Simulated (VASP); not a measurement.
Lu2ScN3, 6 atoms in the cell. The structure is hexagonal, space group P-6m2 (No. 187). The conventional cell has a = 3.449 Å, b = 3.449 Å, c = 9.124 Å, α = 90.00°, β = 90.00°, γ = 120.00°. Lu (site symmetry 3m) has 6 N at 2.25 to 2.51 Å and 1 Lu at 3.05 Å within 3.1 Å. Sc (site symmetry -6m2) has 2 N at 1.99 Å within 2.6 Å. N (site symmetry 3m) has 1 Sc at 1.99 Å and 3 Lu at 2.25 Å and 1 N at 2.57 Å within 2.6 Å. Within 3.3 Å of N (site symmetry -6m2) lie 6 Lu at 2.51 Å and 2 N at 2.57 Å. The cell was generated, and may not be a known phase.

* Program: VASP 6.6.1
* Task: relaxation of cell and atoms
* Functional: PBE
* Potentials or basis: VASP PAW PBE potentials, release 64 (Lu, Sc_sv, N)
* Cutoff: 600 eV
* k mesh: 12 × 12 × 4
* Occupations: gaussian, width 0.1 eV
* Spin: no spin polarisation
* Dipole correction: no
* Further INCAR settings: ALGO = Normal; EDIFF = 1e-06; IBRION = 2; EDIFFG = -0.01; NSW = 100; ISIF = 3

Potentials or basis: VASP PAW PBE potentials, release 64 (Lu, Sc_sv, N).

Launch:

```sh
$ cat potpaw_PBE.64/Lu/POTCAR potpaw_PBE.64/Sc_sv/POTCAR potpaw_PBE.64/N/POTCAR > POTCAR
$ mpirun -np 1 vasp_std > vasp.out
```

Hardware: 1 thread of Intel(R) Xeon(R) 6975P-C (Granite Rapids), on a shared host.

Task: How long does it take, and how much memory?

Result: It took 26 min on 1 thread of Intel(R) Xeon(R) 6975P-C (Granite Rapids), with other jobs on the host, peak memory 0.44 GiB. Counts: scf iterations 105, k points 57, ion steps 11.
